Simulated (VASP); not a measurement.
# AlRu (R-3m) in VASP: a series of runs

AlRu is run at these levels: r2SCAN; tasks: single point.

Program: VASP 6.6.1. These are calculated values, not measurements. Logs are shortened: lines on timing, memory, paths and dates and some standing lists are left out, and cuts for length are marked.

### Step 1. The cell of the first run

Symmetry: R-3m, No. 166, trigonal system. The conventional cell has a = 4.124 Å, b = 4.124 Å, c = 5.454 Å, α = 90.00°, β = 90.00°, γ = 120.00°. Al (site symmetry -3m) has 8 Ru at 2.55 to 2.73 Å and 6 Al at 3.00 Å within 3.4 Å. Ru (site symmetry -3m) has 8 Al at 2.55 to 2.73 Å and 6 Ru at 3.00 Å within 3.4 Å.

### Step 2. Single point, r2SCAN

File POSCAR:

```
AlRu
1.0
    2.9935859682      0.0777554797      0.0777554797
    0.0777554797      2.9935859682      0.0777554797
    0.0777554797      0.0777554797      2.9935859682
Al Ru
1 1
Direct
    0.0000000000      0.0000000000      0.0000000000
    0.5000000000      0.5000000000      0.5000000000
```

File INCAR.step1:

```
SYSTEM = AlRu
PREC     = Accurate       ! precision mode
ENCUT    = 520            ! plane-wave cutoff, eV
ISMEAR   = 0              ! smearing method
SIGMA    = 0.15           ! smearing width, eV
LREAL    = .FALSE.        ! projectors in reciprocal space
LASPH    = .TRUE.         ! aspherical terms in the spheres
NELM     = 80             ! most SCF steps
NBANDS   = 16             ! bands
GGA      = PE             ! functional
ALGO     = Normal         ! electronic algorithm
EDIFF    = 1E-4           ! SCF threshold, eV
LWAVE    = .TRUE.         ! write WAVECAR
LCHARG   = .FALSE.        ! write CHGCAR
```

File INCAR.step2:

```
SYSTEM = AlRu
PREC     = Accurate       ! precision mode
ENCUT    = 520            ! plane-wave cutoff, eV
EDIFF    = 1E-7           ! SCF threshold, eV
ISMEAR   = 0              ! smearing method
SIGMA    = 0.15           ! smearing width, eV
LREAL    = .FALSE.        ! projectors in reciprocal space
LASPH    = .TRUE.         ! aspherical terms in the spheres
NELM     = 80             ! most SCF steps
ALGO     = Normal         ! electronic algorithm
ISIF     = 2              ! what is computed and relaxed
LWAVE    = .FALSE.        ! write WAVECAR
LCHARG   = .FALSE.        ! write CHGCAR
METAGGA  = R2SCAN         ! meta-GGA
LMIXTAU  = .TRUE.       
NBANDS   = 16             ! bands
ISTART   = 1
```

File KPOINTS:

```
Automatic mesh
0
G
  22 22 22
  0 0 0
```

Potentials or basis: VASP PAW PBE potentials, release 64 (Al, Ru_pv).

On the command line:

```bash
> cat potpaw_PBE.64/Al/POTCAR potpaw_PBE.64/Ru_pv/POTCAR > POTCAR
> cp INCAR.step1 INCAR
> mpirun -np 1 vasp_std > vasp.out
> cp INCAR.step2 INCAR
> mpirun -np 1 vasp_std > vasp.out
```

OUTCAR:

```text
SYSTEM = AlRu
   PREC = Accurate
   ENCUT = 520
   EDIFF = 1E-7
   ISMEAR = 0
   LREAL = .FALSE.
   LASPH = .TRUE.
   NELM = 80
   ISIF = 2
   METAGGA = R2SCAN
   ISTART = 1

 ion  position               nearest neighbor table
   1  0.000  0.000  0.000-   2 2.55   2 2.55   2 2.55   2 2.55   2 2.55   2 2.55   2 2.73   2 2.73

   2  0.500  0.500  0.500-   1 2.55   1 2.55   1 2.55   1 2.55   1 2.55   1 2.55   1 2.73   1 2.73

  LATTYP: Found a trigonal (rhomboedric) cell.
 ALAT       =     2.9956049102
 COS(alpha) =     0.0525517938

  Lattice vectors:

 A1 = (   2.9935859682,   0.0777554797,   0.0777554797)
 A2 = (   0.0777554797,   2.9935859682,   0.0777554797)
 A3 = (   0.0777554797,   0.0777554797,   2.9935859682)

Analysis of symmetry for initial positions (statically):
=====================================================================
 Subroutine PRICEL returns:
 Original cell was already a primitive cell.

 Routine SETGRP: Setting up the symmetry group for a
 trigonal (rhombohedral) supercell.

 Subroutine GETGRP returns: Found 12 space group operations
 (whereof 12 operations were pure point group operations)
 out of a pool of 12 trial point group operations.

The static configuration has the point symmetry D_3d.

Analysis of symmetry for dynamics (positions and initial velocities):
=====================================================================
 Subroutine PRICEL returns:
 Original cell was already a primitive cell.

 Routine SETGRP: Setting up the symmetry group for a
 trigonal (rhombohedral) supercell.

 Subroutine GETGRP returns: Found 12 space group operations
 (whereof 12 operations were pure point group operations)
 out of a pool of 12 trial point group operations.

The dynamic configuration has the point symmetry D_3d.

 Subroutine INISYM returns: Found 12 space group operations
 (whereof 12 operations are pure point group operations),
 and found     1 'primitive' translations

----------------------------------------------------------------------------------------

                                     Primitive cell

  volume of cell :      26.7738

  direct lattice vectors                    reciprocal lattice vectors
     2.993585968  0.077755480  0.077755480     0.334487428 -0.008468036 -0.008468036
[... 83 lines left out ...]
   LASPH  =      T    aspherical Exc in radial PAW
   ENCUT  =  520.0 eV  38.22 Ry    6.18 a.u.   5.57  5.57  5.57*2*pi/ulx,y,z
   NELM   =     80;   NELMIN=  2; NELMDL=  0     # of ELM steps
   EDIFF  = 0.1E-06   stopping-criterion for ELM
   LREAL  =      F    real-space projection
   EDIFFG = 0.1E-05   stopping-criterion for IOM
   NSW    =      0    number of steps for IOM
   IBRION =     -1    ionic relax: 0-MD 1-quasi-New 2-CG
   NFREE  =      0    steps in history (QN), initial steepest desc. (CG)
   ISIF   =      2    stress and relaxation
   ISYM   =      2    0-nonsym 1-usesym 2-fastsym
   POTIM  = 0.5000    time-step for ionic-motion
   TEBEG  =    0.0;   TEEND  =   0.0 temperature during run
   PSTRESS=    0.0 pullay stress
   NELECT =      17.0000    total number of electrons
   NUPDOWN=      -1.0000    fix difference up-down
   EMIN   =  10.00;   EMAX   =-10.00  energy-range for DOS
   EFERMI =   0.00;   METHOD = LEGACY
   ISMEAR =     0;   SIGMA  =   0.15  broadening in eV -4-tet -1-fermi 0-gaus
   EFERMI_NEDOS =   21; number of points for ismear=-14 and -15
   IALGO  =     38    algorithm
   IMIX   =      4    mixing-type and parameters
     AMIX     =   0.40;   BMIX     =  1.00
     AMIX_MAG =   1.60;   BMIX_MAG =  1.00
  volume/ion in A,a.u.               =      13.39        90.34
  Fermi-wavevector in a.u.,A,eV,Ry     =   1.407087  2.659009 26.938090  1.979894
  Thomas-Fermi vector in A             =   2.529382
   LORBIT       =      0    0 simple, 1 ext, 2 COOP (PROOUT), +10 PAW based schemes
   METAGGA = R2SCAN    functional components
   LHFCALC =     F    Hartree Fock is set to
   AEXX    =    0.0000 exact exchange contribution
   IVDW    =     0    specifies the selected vdW correction
   LEPSILON=     F    determine dielectric tensor
   LRPA    =     F    only Hartree local field effects (RPA)
 non-spin polarized calculation
 Gauss-broadening in eV      SIGMA  =   0.15
  energy-cutoff  :      520.00
  volume of cell :       26.77
 maximum number of plane-waves:       751
   NGX = 11   NGY = 11   NGZ = 11

 number of electron      16.9999996 magnetization

 Free energy of the ion-electron system (eV)
  ---------------------------------------------------
  ext. energy  EPLUGINS =         0.00000000
  ---------------------------------------------------
  free energy    TOTEN  =       -33.53984777 eV

  energy without entropy =      -33.52242611  energy(sigma->0) =      -33.53113694

 E-fermi :  10.5654     XC(G=0): -13.6107

 val. band max:       10.5642811360   @ k =  -0.1364   0.4091   0.0455
 cond. band min:      10.5677491799   @ k =  -0.3636   0.3636   0.2273
 fundamental gap:      0.0034680439
 Fermi energy:        10.5653665150

 k-point     1 :       0.0000    0.0000    0.0000
  band No.  band energies     occupation
      1     -32.5125      2.00000
      2     -32.5125      2.00000
      3     -32.4921      2.00000
      4       0.4004      2.00000
      5       6.9054      2.00000
      6       6.9054      2.00000
[... 433 lines left out ...]
      3     -32.4820      2.00000
      4       4.0583      2.00000
      5       5.2782      2.00000
      6       7.7093      2.00000
[... 8 lines left out ...]
     15      24.1104      0.00000
     16      24.4858      0.00000

 [... further k-points ...]

------------------------ aborting loop because EDIFF is reached ----------------------------------------

  FORCE on cell =-STRESS in cart. coord.  units (eV):
  Direction    XX          YY          ZZ          XY          YZ          ZX
  --------------------------------------------------------------------------------------
  -------------------------------------------------------------------------------------
  Total       -0.1280818     -0.1280818     -0.1280818     -0.9549685     -0.9549685     -0.9549685
  in kB       -7.6645637     -7.6645637     -7.6645637    -57.1464207    -57.1464207    -57.1464207
  external PRESSURE =      -7.6645637 kB  Pullay stress =       0.0000000 kB

 VOLUME and BASIS-vectors are now :
 -----------------------------------------------------------------------------
  energy-cutoff  :      520.00
  volume of cell :       26.77
      direct lattice vectors                 reciprocal lattice vectors
     2.993585968  0.077755480  0.077755480     0.334487428 -0.008468036 -0.008468036
     0.077755480  2.993585968  0.077755480    -0.008468036  0.334487428 -0.008468036
     0.077755480  0.077755480  2.993585968    -0.008468036 -0.008468036  0.334487428

 POSITION                                       TOTAL-FORCE (eV/Angst)
 -----------------------------------------------------------------------------------
      0.00000      0.00000      0.00000        -0.000000      0.000000      0.000000
      1.57455      1.57455      1.57455         0.000000     -0.000000     -0.000000
 -----------------------------------------------------------------------------------
    total drift:                                0.000000     -0.000000     -0.000000

  FREE ENERGIE OF THE ION-ELECTRON SYSTEM (eV)
  ---------------------------------------------------
  free  energy   TOTEN  =       -33.5398477738 eV

  energy  without entropy=      -33.5224261062  energy(sigma->0) =      -33.53113694
```

OSZICAR.step1:

```text
N       E                     dE             d eps       ncg     rms          rms(c)
DAV:   1     0.116076254097E+03    0.11608E+03   -0.91550E+03 33488   0.987E+02
DAV:   2    -0.129751273304E+02   -0.12905E+03   -0.12291E+03 38424   0.292E+02
DAV:   3    -0.148359033890E+02   -0.18608E+01   -0.18547E+01 42448   0.367E+01
DAV:   4    -0.148494762615E+02   -0.13573E-01   -0.13554E-01 40736   0.329E+00
DAV:   5    -0.148496724154E+02   -0.19615E-03   -0.19591E-03 39968   0.382E-01    0.122E+01
DAV:   6    -0.142738878311E+02    0.57578E+00   -0.22855E+00 35648   0.162E+01    0.238E+00
DAV:   7    -0.142031347560E+02    0.70753E-01   -0.18482E-01 34696   0.475E+00    0.209E+00
DAV:   8    -0.141882563966E+02    0.14878E-01   -0.17081E-02 39184   0.108E+00    0.197E-01
DAV:   9    -0.141880907266E+02    0.16567E-03   -0.31081E-04 40968   0.154E-01    0.128E-01
DAV:  10    -0.141880840785E+02    0.66482E-05   -0.25317E-05 20576   0.606E-02
   1 F= -.14188084E+02 E0= -.14178712E+02  d E =-.187443E-01
```

Run time: 12 min. Hardware: 1 thread of Intel Xeon 8259CL, shared host; peak memory 0.51 GiB.

What came out:

- Free energy: -33.5398 eV
- Pressure: -0.8 GPa
- Band gap on the k mesh: zero (an odd number of electrons rules out a gap without spin polarisation)

Stress tensor (GPa, compression positive):
```
-0.77 -5.71 -5.71
-5.71 -0.77 -5.71
-5.71 -5.71 -0.77
```

Levels at points of the mesh, in eV from the Fermi level:
| k point | band 7 | band 8 | band 9 | band 10 | band 11 | band 12 |
| --- | --- | --- | --- | --- | --- | --- |
| (0.00, 0.00, 0.00) | -0.01 | -0.01 | 0.37 | 6.50 | 6.50 | 6.66 |
| (0.50, 0.00, 0.00) | -1.80 | -1.51 | 0.38 | 2.52 | 7.72 | 10.39 |
| (0.50, 0.50, 0.00) | -1.27 | -1.21 | -1.07 | 1.70 | 5.53 | 6.94 |
| (0.50, 0.50, 0.50) | 1.78 | 1.78 | 2.57 | 4.16 | 4.79 | 4.79 |

Caveat: the PAW data sets were made with another functional, which shifts forces and pressure a little.

### Step 3. Single point, r2SCAN

This run uses another cell than the first one, of the same volume but with other edges.

File POSCAR:

```
AlRu
1.0
    3.0324730129      0.3646081922      0.3646081922
    0.3646081922      3.0324730129      0.3646081922
    0.3646081922      0.3646081922      3.0324730129
Al Ru
1 1
Direct
    0.0000000000      0.0000000000      0.0000000000
    0.5000000000      0.5000000000      0.5000000000
```

File INCAR.step1:

```
PREC     = Accurate       # precision mode
ENCUT    = 520            # plane-wave cutoff, eV
ISMEAR   = 0              # smearing method
SIGMA    = 0.15           # smearing width, eV
LREAL    = False          # projectors in reciprocal space
LASPH    = True           # aspherical terms in the spheres
NELM     = 60             # most SCF steps
NBANDS   = 16             # bands
GGA      = PE             # functional
ALGO     = Normal         # electronic algorithm
EDIFF    = 1E-4           # SCF threshold, eV
LWAVE    = True           # write WAVECAR
LCHARG   = False          # write CHGCAR
```

File INCAR.step2:

```
PREC     = Accurate       # precision mode
ENCUT    = 520            # plane-wave cutoff, eV
EDIFF    = 1E-6           # SCF threshold, eV
ISMEAR   = 0              # smearing method
SIGMA    = 0.15           # smearing width, eV
LREAL    = False          # projectors in reciprocal space
LASPH    = True           # aspherical terms in the spheres
NELM     = 60             # most SCF steps
ALGO     = Normal         # electronic algorithm
ISIF     = 2              # what is computed and relaxed
LWAVE    = False          # write WAVECAR
LCHARG   = True           # write CHGCAR
METAGGA  = R2SCAN         # meta-GGA
LMIXTAU  = True         
LELF     = True           # ELF
LVHAR    = True         
NBANDS   = 16             # bands
ISTART   = 1
```

File KPOINTS:

```
Automatic mesh
0
Gamma
  22 22 22
```

Potentials or basis: VASP PAW PBE potentials, release 64 (Al, Ru_pv).

On the command line:

```bash
> cat potpaw_PBE.64/Al/POTCAR potpaw_PBE.64/Ru_pv/POTCAR > POTCAR
> cp INCAR.step1 INCAR
> mpirun -np 1 vasp_std > vasp.out
> cp INCAR.step2 INCAR
> mpirun -np 1 vasp_std > vasp.out
```

Wall time 24 min (1 thread of Intel Xeon 8259CL, shared host); peak memory 0.5 GiB.

The run converged. Its results:

```
Free energy            : -32.6551 eV
Pressure               : 12.2 GPa
Band gap on the k mesh : zero (an odd number of electrons rules out a gap without spin polarisation)
```

Stress tensor (GPa, compression positive):
```
 12.18 -11.65 -11.65
-11.65  12.18 -11.65
-11.65 -11.65  12.18
```

Levels at points of the mesh, in eV from the Fermi level:
```csv
k point,band 6,band 7,band 8,band 9,band 10,band 11,band 12,band 13
"(0.00, 0.00, 0.00)",-3.27,-1.04,-1.04,-0.06,6.80,6.80,7.84,10.84
"(0.50, 0.00, 0.00)",-3.33,-1.32,-1.16,-0.48,2.53,7.86,9.70,10.84
"(0.50, 0.50, 0.00)",-2.42,-1.21,-0.63,0.61,1.28,4.48,7.38,8.88
"(0.50, 0.50, 0.50)",-4.34,-0.96,1.17,1.17,5.10,6.08,6.71,6.71
```

Caveat: the cell stands under pressure; the PAW data sets were made with another functional, which shifts forces and pressure a little.
